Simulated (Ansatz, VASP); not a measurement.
**One calculation of InAs, two programs**

```
In As
1.0
     4.73122    0.00000    0.00000
    -2.36561    4.09736    0.00000
     0.00000    0.00000    2.91089
In As
1 1
Direct
  0.00000 0.00000 0.00000
  0.66667 0.33333 0.00000
```

Alike in both runs: task electric field gradients; functional PBE; k mesh 7 × 7 × 9; occupations fermi-dirac, width 0.05 eV; no spin polarisation.

```csv
,VASP,Ansatz
version,VASP 6.6.1,Ansatz 0.2.0
potentials or method,"VASP PAW PBE potentials, release 64 (In_d, As), cutoff 520 eV",all-electron PAW datasets made for the crystal
```

Ansatz gave:

| Item | Value |
| --- | --- |
| gap on the k mesh at the Fermi level (eV) | none |
| pressure (GPa) | 2.0 |
| traceless stress, the component that is largest in VASP (GPa) | 0.47 |
| size of Vzz on the site where it differs most (V/Å²) | 13.4 |

Task: What did VASP give for the same quantities?

Result: gap on the k mesh at the Fermi level (eV): none; pressure (GPa): 2.0; traceless stress, the component that is largest in VASP (GPa): 0.45; size of Vzz on the site where it differs most (V/Å²): 20.4.

A gap of «none» marks a metal or a gap that the smearing closes. Ansatz ran all-electron here, and VASP with PAW potentials.
